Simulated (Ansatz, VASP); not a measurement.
## One calculation of NaI, two programs

```
Na I
1.0
     0.00000    3.54319    3.54319
     3.54319    0.00000    3.54319
     3.54319    3.54319    0.00000
Na I
1 1
Direct
  0.00000 0.00000 0.00000
  0.25000 0.25000 0.25000
```

Alike in both runs: task single point; functional PBE; k mesh 6 × 6 × 6; occupations fermi-dirac, width 0.02 eV; no spin polarisation.

|  | VASP | Ansatz |
| --- | --- | --- |
| version | VASP 6.6.1 | Ansatz 0.2.0 |
| potentials or method | VASP PAW PBE potentials, release 64 (Na_pv, I) | plane waves, PAW |
| plane-wave cutoff (eV) | 520 | 420 |
| valence electrons in the cell | 14 | 26 |

VASP gave:

```
gap on the k mesh at the Fermi level (eV) : 3.82
pressure (GPa)                            : 0.4
```

Q: Which values does Ansatz return?

A: gap on the k mesh at the Fermi level (eV): 3.83; pressure (GPa): 0.4.

VASP's potentials hold 14 valence electrons a cell and Ansatz's 26, so a difference there can come from the potentials and not from the codes.

Spin-orbit coupling is off throughout.
